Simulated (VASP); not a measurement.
Write the native input for VASP 6.6.1 that does the following.

* Task: single point
* Functional: PBE
* Potentials or basis: VASP PAW PBE potentials, release 64 (Pb_d, O)
* Cutoff: 520 eV
* k mesh: 7 × 7 × 6
* Occupations: fermi-dirac, width 0.05 eV
* Spin: no spin polarisation
* Dipole correction: no
* Further INCAR settings: ALGO = Normal; EDIFF = 1e-06; NBANDS = 28

The structure of PbO (Litharge) lies in POSCAR:

```
PbO
1.0
    3.9900000000      0.0000000000      0.0000000000
    0.0000000000      3.9900000000      0.0000000000
    0.0000000000      0.0000000000      5.0100000000
Pb O
2 2
Direct
    0.5000000000      0.0000000000      0.7600000000
    0.0000000000      0.5000000000      0.2400000000
    0.5000000000      0.5000000000      0.0000000000
    0.0000000000      0.0000000000      0.0000000000
```

These files were run (other wordings do the same):

INCAR

```
SYSTEM = PbO
PREC = Accurate
ENCUT = 520
EDIFF = 1E-6
ISMEAR = -1
SIGMA = 0.05
LREAL = .FALSE.
LASPH = .TRUE.
NELM = 80
ALGO = Normal
ISIF = 2
LWAVE = .FALSE.
LCHARG = .FALSE.
GGA = PE
NBANDS = 28
```

KPOINTS

```
regular mesh
0
G
  7 7 6
  0 0 0
```

Potentials or basis: VASP PAW PBE potentials, release 64 (Pb_d, O).

Command:

```console
$ cat potpaw_PBE.64/Pb_d/POTCAR potpaw_PBE.64/O/POTCAR > POTCAR
$ mpirun -np 1 vasp_std > vasp.out
```

It gave:

```json
{
 "Pressure": "3.1 GPa",
 "Largest force": "0.030 eV/Å",
 "Band gap on the k mesh": "1.42 eV, indirect (least direct gap 2.37 eV)"
}
```

Caveat: spin-orbit coupling is left out, which moves the levels of the heavy elements.

It took 67 s on 1 thread of Intel(R) Xeon(R) Platinum 8259CL CPU @ 2.50GHz (Skylake/Cascade Lake), with other jobs on the host, peak memory 0.22 GiB.
